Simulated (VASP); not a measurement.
# B (Im-3m) in VASP: a series of runs, part 2 of 2

VASP 6.6.1.

## Step 5: Relaxation of cell and atoms, PBE

This run uses another cell than the first one, of 9.08 Å³/atom, 0.917 times its volume.

File INCAR:

```
PREC = Accurate
ENCUT = 600
EDIFF = 1E-6
ISMEAR = 0
SIGMA = 0.1
LREAL = F
LASPH = T
NELM = 100
ALGO = Normal
ISIF = 3
LWAVE = F
LCHARG = F
GGA = PE
IBRION = 2
NSW = 90
EDIFFG = -0.04
```

File KPOINTS:

```
Automatic mesh
0
Gamma
  6 6 6
```

File POSCAR:

```
B
1.0
   -2.6280837100      2.6280837100      2.6280837100
    2.6280837100     -2.6280837100      2.6280837100
    2.6280837100      2.6280837100     -2.6280837100
B
8
Direct
    0.3253069500      0.0000000000      0.0000000000
    0.6746930500      0.6746930500      0.6746930500
    0.0000000000      0.3253069500      0.0000000000
    0.0000000000      0.0000000000      0.3253069500
    0.0000000000      0.6746930500      0.0000000000
    0.3253069500      0.3253069500      0.3253069500
    0.6746930500      0.0000000000      0.0000000000
    0.0000000000      0.0000000000      0.6746930500
```

Potentials or basis: VASP PAW PBE potentials, release 64 (B).

On the command line:

```
$ cat potpaw_PBE.64/B/POTCAR > POTCAR
$ mpirun -np 1 vasp_std > vasp.out
```

OUTCAR:

```text
PREC = Accurate
   ENCUT = 600
   EDIFF = 1E-6
   ISMEAR = 0
   LREAL = F
   LASPH = T
   NELM = 100
   ISIF = 3
   GGA = PE
   IBRION = 2
   NSW = 90
   EDIFFG = -0.04

 ion  position               nearest neighbor table
   1  0.325  0.000  0.000-   7 1.59   6 1.71   5 1.71   8 1.71
   2  0.675  0.675  0.675-   6 1.59   5 1.71   7 1.71   8 1.71
   3  0.000  0.325  0.000-   5 1.59   6 1.71   7 1.71   8 1.71
   4  0.000  0.000  0.325-   8 1.59   6 1.71   7 1.71   5 1.71
   5  0.000  0.675  0.000-   3 1.59   2 1.71   1 1.71   4 1.71
   6  0.325  0.325  0.325-   2 1.59   1 1.71   3 1.71   4 1.71
   7  0.675  0.000  0.000-   1 1.59   2 1.71   3 1.71   4 1.71
   8  0.000  0.000  0.675-   4 1.59   2 1.71   3 1.71   1 1.71

  LATTYP: Found a body centered cubic cell.
 ALAT       =     5.2561674200

  Lattice vectors:

 A1 = (  -2.6280837100,   2.6280837100,   2.6280837100)
 A2 = (   2.6280837100,  -2.6280837100,   2.6280837100)
 A3 = (   2.6280837100,   2.6280837100,  -2.6280837100)

Analysis of symmetry for initial positions (statically):
=====================================================================
 Subroutine PRICEL returns:
 Original cell was already a primitive cell.

 Routine SETGRP: Setting up the symmetry group for a
 body centered cubic supercell.

 Subroutine GETGRP returns: Found 48 space group operations
 (whereof 48 operations were pure point group operations)
 out of a pool of 48 trial point group operations.

The static configuration has the point symmetry O_h .

Analysis of symmetry for dynamics (positions and initial velocities):
=====================================================================
 Subroutine PRICEL returns:
 Original cell was already a primitive cell.

 Routine SETGRP: Setting up the symmetry group for a
 body centered cubic supercell.

 Subroutine GETGRP returns: Found 48 space group operations
 (whereof 48 operations were pure point group operations)
 out of a pool of 48 trial point group operations.

The dynamic configuration has the point symmetry O_h .

 Subroutine INISYM returns: Found 48 space group operations
 (whereof 48 operations are pure point group operations),
 and found     1 'primitive' translations

----------------------------------------------------------------------------------------

                                     Primitive cell

  volume of cell :      72.6068

  direct lattice vectors                    reciprocal lattice vectors
    -2.628083710  2.628083710  2.628083710     0.000000000  0.190252692  0.190252692
     2.628083710 -2.628083710  2.628083710     0.190252692  0.000000000  0.190252692
     2.628083710  2.628083710 -2.628083710     0.190252692  0.190252692  0.000000000

  length of vectors
     4.551974512  4.551974512  4.551974512     0.269057937  0.269057937  0.269057937

  position of ions in fractional coordinates (direct lattice)
     0.325306950  0.000000000  0.000000000
     0.674693050  0.674693050  0.674693050
     0.000000000  0.325306950  0.000000000
     0.000000000  0.000000000  0.325306950
     0.000000000  0.674693050  0.000000000
     0.325306950  0.325306950  0.325306950
     0.674693050  0.000000000  0.000000000
     0.000000000  0.000000000  0.674693050

  ion indices of the primitive-cell ions
   primitive index   ion index
                 1           1
                 2           2
                 3           3
[... 38 lines left out ...]
  0.166667  0.166667  0.000000     24.000000
  0.333333  0.166667 -0.000000     48.000000
[... 8 lines left out ...]
  0.500000  0.500000  0.333333     12.000000
  0.500000  0.500000  0.500000      1.000000
   k-points           NKPTS =     16   k-points in BZ     NKDIM =     16   number of bands    NBANDS=     17
   number of dos      NEDOS =    301   number of ions     NIONS =      8
   total plane-waves  NPLWV =  46656
   dimension x,y,z NGX =    36 NGY =   36 NGZ =   36
   dimension x,y,z NGXF=    72 NGYF=   72 NGZF=   72
   ions per type =               8
   NGX,Y,Z   is equivalent  to a cutoff of  13.15, 13.15, 13.15 a.u.
   NGXF,Y,Z  is equivalent  to a cutoff of  26.30, 26.30, 26.30 a.u.
 SYSTEM =  unknown system
   PREC   = accura    normal or accurate (medium, high low for compatibility)
   ISTART =      0    job   : 0-new  1-cont  2-samecut
   ICHARG =      2    charge: 1-file 2-atom 10-const
   ISPIN  =      1    spin polarized calculation?
   LNONCOLLINEAR =      F non collinear calculations
   LSORBIT =      F    spin-orbit coupling
   LASPH  =      T    aspherical Exc in radial PAW
   ENCUT  =  600.0 eV  44.10 Ry    6.64 a.u.   9.09  9.09  9.09*2*pi/ulx,y,z
   NELM   =    100;   NELMIN=  2; NELMDL= -5     # of ELM steps
   EDIFF  = 0.1E-05   stopping-criterion for ELM
   LREAL  =      F    real-space projection
   EDIFFG = -.4E-01   stopping-criterion for IOM
   NSW    =     90    number of steps for IOM
   IBRION =      2    ionic relax: 0-MD 1-quasi-New 2-CG
   NFREE  =      1    steps in history (QN), initial steepest desc. (CG)
   ISIF   =      3    stress and relaxation
   ISYM   =      2    0-nonsym 1-usesym 2-fastsym
   POTIM  = 0.5000    time-step for ionic-motion
   TEBEG  =    0.0;   TEEND  =   0.0 temperature during run
   PSTRESS=    0.0 pullay stress
   NELECT =      24.0000    total number of electrons
   NUPDOWN=      -1.0000    fix difference up-down
   EMIN   =  10.00;   EMAX   =-10.00  energy-range for DOS
   EFERMI =   0.00;   METHOD = LEGACY
   ISMEAR =     0;   SIGMA  =   0.10  broadening in eV -4-tet -1-fermi 0-gaus
   EFERMI_NEDOS =   21; number of points for ismear=-14 and -15
   IALGO  =     38    algorithm
   IMIX   =      4    mixing-type and parameters
     AMIX     =   0.40;   BMIX     =  1.00
     AMIX_MAG =   1.60;   BMIX_MAG =  1.00
  volume/ion in A,a.u.               =       9.08        61.25
  Fermi-wavevector in a.u.,A,eV,Ry     =   1.131930  2.139037 17.432661  1.281264
  Thomas-Fermi vector in A             =   2.268630
   LORBIT       =      0    0 simple, 1 ext, 2 COOP (PROOUT), +10 PAW based schemes
   GGA     = PE    functional components
   LHFCALC =     F    Hartree Fock is set to
   AEXX    =    0.0000 exact exchange contribution
   IVDW    =     0    specifies the selected vdW correction
   LEPSILON=     F    determine dielectric tensor
   LRPA    =     F    only Hartree local field effects (RPA)
 conjugate gradient relaxation of ions
 non-spin polarized calculation
 Gauss-broadening in eV      SIGMA  =   0.10
  energy-cutoff  :      600.00
  volume of cell :       72.61
 maximum number of plane-waves:      2491
   NGX = 19   NGY = 19   NGZ = 19

--------------------------------------- Ionic step        1  -------------------------------------------

 number of electron      24.0000000 magnetization

 Free energy of the ion-electron system (eV)
  ---------------------------------------------------
  ext. energy  EPLUGINS =         0.00000000
  ---------------------------------------------------
  free energy    TOTEN  =       -46.36093353 eV

  energy without entropy =      -46.35855387  energy(sigma->0) =      -46.35974370

------------------------ aborting loop because EDIFF is reached ----------------------------------------

  FORCE on cell =-STRESS in cart. coord.  units (eV):
  Direction    XX          YY          ZZ          XY          YZ          ZX
  --------------------------------------------------------------------------------------
  -------------------------------------------------------------------------------------
  Total        6.4793584      6.4793584      6.4793584      0.0000000     -0.0000000     -0.0000000
  in kB      142.9766156    142.9766156    142.9766156      0.0000000     -0.0000000     -0.0000000
  external PRESSURE =     142.9766156 kB  Pullay stress =       0.0000000 kB
[... 71 lines left out ...]
--------------------------------------- Ionic step        3  -------------------------------------------

 number of electron      24.0000000 magnetization

 E-fermi :   2.6940     XC(G=0): -10.0570

 val. band max:        2.5898797538   @ k =   0.3333   0.3333   0.0000
 cond. band min:       2.7245218818   @ k =   0.5000   0.0000   0.0000
 fundamental gap:      0.1346421280
 Fermi energy:         2.6939872335

 k-point     1 :       0.0000    0.0000    0.0000
  band No.  band energies     occupation
      1     -10.7815      2.00000
      2      -4.1879      2.00000
      3      -4.1879      2.00000
      4      -4.1879      2.00000
      5      -3.7346      2.00000
      6      -2.9762      2.00000
[... 392 lines left out ...]
--------------------------------------- Ionic step        5  -------------------------------------------

 number of electron      24.0000000 magnetization

 Free energy of the ion-electron system (eV)
  ---------------------------------------------------
  ext. energy  EPLUGINS =         0.00000000
  ---------------------------------------------------
  free energy    TOTEN  =       -46.64366877 eV

  energy without entropy =      -46.63637496  energy(sigma->0) =      -46.64002187

 E-fermi :   2.5910     XC(G=0):  -9.9931

 val. band max:        2.5642499257   @ k =   0.5000   0.0000   0.0000
 cond. band min:       2.6928889626   @ k =  -0.3333   0.3333   0.3333
 fundamental gap:      0.1286390369
 Fermi energy:         2.5910381226

 k-point     1 :       0.0000    0.0000    0.0000
  band No.  band energies     occupation
      1     -10.8703      2.00000
      2      -4.3270      2.00000
      3      -4.3270      2.00000
      4      -4.3270      2.00000
      5      -3.7890      2.00000
      6      -2.9946      2.00000
[... 344 lines left out ...]
  FREE ENERGIE OF THE ION-ELECTRON SYSTEM (eV)
  ---------------------------------------------------
  free  energy   TOTEN  =       -46.6436687740 eV

  energy  without entropy=      -46.6363749588  energy(sigma->0) =      -46.64002187

 reached required accuracy - stopping structural energy minimisation
```

It took 60 s on 1 thread of Intel Xeon Platinum 8259CL at 2.50GHz (Skylake/Cascade Lake), shared host; peak memory 0.2 GiB.

What came out:

- Free energy: -46.6437 eV
- Relaxed volume: 9.90 Å³/atom
- Relaxed cell: a = 4.686 Å, b = 4.686 Å, c = 4.686 Å, α = 109.47°, β = 109.47°, γ = 109.47°
- Space group after relaxing (to 0.05 Å): Im-3m (No. 229)
- Energy gained by relaxing: 35.3 meV/atom
- Ionic steps: 5
- Pressure after relaxing: -0.1 GPa
- Largest force after relaxing: 0.003 eV/Å
- Band gap on the k mesh: zero (band 12 reaches 2.90 eV, above the bottom of band 13 at 1.07 eV)

Forces on the atoms (eV/Å):
```
B    0.002 -0.002 -0.002
B    0.002  0.002  0.002
B   -0.002  0.002 -0.002
B   -0.002 -0.002  0.002
B    0.002 -0.002  0.002
B   -0.002 -0.002 -0.002
B   -0.002  0.002  0.002
B    0.002  0.002 -0.002
```

Step by step:
```
step  energy change (eV)  largest force (eV/Å)  pressure (GPa)  volume (Å³)
   1              0.0000                0.4826           14.30        72.61
   2             -0.1771                1.0193           -3.87        81.45
   3             -0.2554                0.5550            1.84        78.08
   4             -0.2455                0.5729           -2.09        80.59
   5             -0.2827                0.0033           -0.10        79.20
```

Final structure:
```
CELL_PARAMETERS angstrom
-2.70538 2.70538 2.70538
2.70538 -2.70538 2.70538
2.70538 2.70538 -2.70538
ATOMIC_POSITIONS crystal
B 0.32649 0.00000 0.00000
B 0.67351 0.67351 0.67351
B 0.00000 0.32649 0.00000
B 0.00000 0.00000 0.32649
B 0.00000 0.67351 0.00000
B 0.32649 0.32649 0.32649
B 0.67351 0.00000 0.00000
B 0.00000 0.00000 0.67351
```

Levels at points of the mesh, in eV from the Fermi level:
```tsv
k point	band 10	band 11	band 12	band 13	band 14	band 15
(0.00, 0.00, 0.00)	-2.03	-2.03	-1.45	-1.45	3.37	3.37
(0.50, 0.00, 0.00)	-2.17	-1.05	-0.03	0.56	0.92	1.19
(0.50, 0.50, 0.50)	-2.16	-1.52	-1.52	-1.52	3.35	3.35
```

## Step 6: Single point, PBE

This run uses another cell than the first one, of 9.08 Å³/atom, 0.917 times its volume.

File INCAR:

```
PREC = Accurate
ENCUT = 520
EDIFF = 1E-6
ISMEAR = 0
SIGMA = 0.1
LREAL = F
LASPH = T
NELM = 60
ALGO = Normal
ISIF = 2
LWAVE = F
LCHARG = T
GGA = PE
LELF = T
LVHAR = T
NBANDS = 22
```

File KPOINTS:

```
regular mesh
0
Gamma
  6 6 6
```

POSCAR is that of step 5.

Potentials or basis: VASP PAW PBE potentials, release 64 (B).

On the command line:

```
$ cat potpaw_PBE.64/B/POTCAR > POTCAR
$ mpirun -np 1 vasp_std > vasp.out
```

OUTCAR:

```text
PREC = Accurate
   ENCUT = 520
   EDIFF = 1E-6
   ISMEAR = 0
   LREAL = F
   LASPH = T
   NELM = 60
   ISIF = 2
   GGA = PE

 ion  position               nearest neighbor table
   1  0.325  0.000  0.000-   7 1.59   6 1.71   5 1.71   8 1.71
   2  0.675  0.675  0.675-   6 1.59   5 1.71   7 1.71   8 1.71
   3  0.000  0.325  0.000-   5 1.59   6 1.71   7 1.71   8 1.71
   4  0.000  0.000  0.325-   8 1.59   6 1.71   7 1.71   5 1.71
   5  0.000  0.675  0.000-   3 1.59   2 1.71   1 1.71   4 1.71
   6  0.325  0.325  0.325-   2 1.59   1 1.71   3 1.71   4 1.71
   7  0.675  0.000  0.000-   1 1.59   2 1.71   3 1.71   4 1.71
   8  0.000  0.000  0.675-   4 1.59   2 1.71   3 1.71   1 1.71

  LATTYP: Found a body centered cubic cell.
 ALAT       =     5.2561674200

  Lattice vectors:

 A1 = (  -2.6280837100,   2.6280837100,   2.6280837100)
 A2 = (   2.6280837100,  -2.6280837100,   2.6280837100)
 A3 = (   2.6280837100,   2.6280837100,  -2.6280837100)

Analysis of symmetry for initial positions (statically):
[... 182 lines left out ...]
 Fermi energy:         3.2609355760

 k-point     1 :       0.0000    0.0000    0.0000
  band No.  band energies     occupation
      1     -10.9964      2.00000
      2      -4.0771      2.00000
      3      -4.0771      2.00000
      4      -4.0771      2.00000
      5      -3.7203      2.00000
      6      -2.3999      2.00000
[... 389 lines left out ...]
     21      13.5036      0.00000
     22      13.5036      0.00000

------------------------ aborting loop because EDIFF is reached ----------------------------------------

  FORCE on cell =-STRESS in cart. coord.  units (eV):
  Direction    XX          YY          ZZ          XY          YZ          ZX
  --------------------------------------------------------------------------------------
  -------------------------------------------------------------------------------------
  Total        6.4877905      6.4877905      6.4877905      0.0000000      0.0000000      0.0000000
  in kB      143.1626810    143.1626810    143.1626810      0.0000000      0.0000000      0.0000000
  external PRESSURE =     143.1626810 kB  Pullay stress =       0.0000000 kB

 VOLUME and BASIS-vectors are now :
 -----------------------------------------------------------------------------
  energy-cutoff  :      520.00
  volume of cell :       72.61
      direct lattice vectors                 reciprocal lattice vectors
    -2.628083710  2.628083710  2.628083710     0.000000000  0.190252692  0.190252692
     2.628083710 -2.628083710  2.628083710     0.190252692  0.000000000  0.190252692
     2.628083710  2.628083710 -2.628083710     0.190252692  0.190252692  0.000000000

 POSITION                                       TOTAL-FORCE (eV/Angst)
 -----------------------------------------------------------------------------------
     -0.85493      0.85493      0.85493        -0.277347      0.277347      0.277347
      1.77315      1.77315      1.77315        -0.277347     -0.277347     -0.277347
      0.85493     -0.85493      0.85493         0.277347     -0.277347      0.277347
      0.85493      0.85493     -0.85493         0.277347      0.277347     -0.277347
      1.77315     -1.77315      1.77315        -0.277347      0.277347     -0.277347
      0.85493      0.85493      0.85493         0.277347      0.277347      0.277347
     -1.77315      1.77315      1.77315         0.277347     -0.277347     -0.277347
      1.77315      1.77315     -1.77315        -0.277347     -0.277347      0.277347
 -----------------------------------------------------------------------------------
    total drift:                                0.000000      0.000000     -0.000000

  FREE ENERGIE OF THE ION-ELECTRON SYSTEM (eV)
  ---------------------------------------------------
  free  energy   TOTEN  =       -46.3540239415 eV

  energy  without entropy=      -46.3516459435  energy(sigma->0) =      -46.35283494
```

OSZICAR:

```text
N       E                     dE             d eps       ncg     rms          rms(c)
DAV:   1     0.444491161397E+02    0.44449E+02   -0.10837E+04   704   0.967E+02
DAV:   2    -0.456818606641E+02   -0.90131E+02   -0.87039E+02  1026   0.188E+02
DAV:   3    -0.488707477013E+02   -0.31889E+01   -0.31462E+01   906   0.294E+01
DAV:   4    -0.488951179428E+02   -0.24370E-01   -0.24360E-01   836   0.294E+00
DAV:   5    -0.488954027322E+02   -0.28479E-03   -0.28477E-03   890   0.299E-01    0.823E+00
DAV:   6    -0.469778846765E+02    0.19175E+01   -0.14952E+00   796   0.565E+00    0.469E+00
DAV:   7    -0.463351341436E+02    0.64275E+00   -0.16286E+00   820   0.593E+00    0.920E-01
DAV:   8    -0.463508061548E+02   -0.15672E-01   -0.86830E-02   818   0.151E+00    0.268E-01
DAV:   9    -0.463537965633E+02   -0.29904E-02   -0.53638E-03   842   0.385E-01    0.862E-02
DAV:  10    -0.463539702287E+02   -0.17367E-03   -0.49111E-04   860   0.115E-01    0.212E-02
DAV:  11    -0.463540215179E+02   -0.51289E-04   -0.56413E-05   848   0.439E-02    0.745E-03
DAV:  12    -0.463540236997E+02   -0.21818E-05   -0.96402E-06   854   0.162E-02    0.124E-03
DAV:  13    -0.463540239415E+02   -0.24186E-06   -0.40577E-07   610   0.374E-03
   1 F= -.46354024E+02 E0= -.46352835E+02  d E =-.237800E-02
```

stdout:

```text
POSCAR found type information on POSCAR B
 POSCAR found :  1 types and       8 ions
 scaLAPACK will be used
 LDA part: xc-table for (Slater+PW92), standard interpolation
 POSCAR, INCAR and KPOINTS ok, starting setup
 FFT: planning ... GRIDC
 FFT: planning ... GRID_SOFT
 FFT: planning ... GRID
 WAVECAR not read
 entering main loop
```

It took 28 s on 1 thread of Intel Xeon 6975P-C (Granite Rapids), shared host; peak memory 0.19 GiB.

Results:

| Item | Value |
| --- | --- |
| Free energy | -46.3540 eV |
| Pressure | 14.3 GPa |
| Largest force | 0.480 eV/Å |
| Band gap on the k mesh | zero (band 12 reaches 3.51 eV, above the bottom of band 13 at 1.46 eV) |

Forces in eV/Å, atoms in the order of the input:
```
B   -0.277  0.277  0.277
B   -0.277 -0.277 -0.277
B    0.277 -0.277  0.277
B    0.277  0.277 -0.277
B   -0.277  0.277 -0.277
B    0.277  0.277  0.277
B    0.277 -0.277 -0.277
B   -0.277 -0.277  0.277
```

## Step 7: Summary

| task | cell | k mesh | cutoff (eV) | gap on the mesh (eV) | pressure (GPa) |
| --- | --- | --- | --- | --- | --- |
| single point | a = 4.685 Å, angles 109.5°, 8 atoms | 10 × 10 × 10 | 520 | none | 0.0 |
| relaxation of cell and atoms | relaxed from a = 4.683 Å, angles 109.5°, 8 atoms | 10 × 10 × 10 | 600 | none | 0.1 |
| single point | a = 4.683 Å, angles 109.5°, 8 atoms | 6 × 6 × 6 | 520 | none | 0.2 |
| relaxation of cell and atoms | relaxed from a = 4.552 Å, angles 109.5°, 8 atoms | 6 × 6 × 6 | 600 | none | -0.1 |
| single point | a = 4.552 Å, angles 109.5°, 8 atoms | 6 × 6 × 6 | 520 | none | 14.3 |

Alike in all rows: level PBE; potentials or basis VASP PAW PBE potentials, release 64 (B); no spin polarisation; smearing gaussian 0.1 eV.

Caveats: the relaxation stopped at its first step, so nothing moved (some runs).

Total energies depend on the potentials used, so only differences within one code and one set of settings carry meaning.
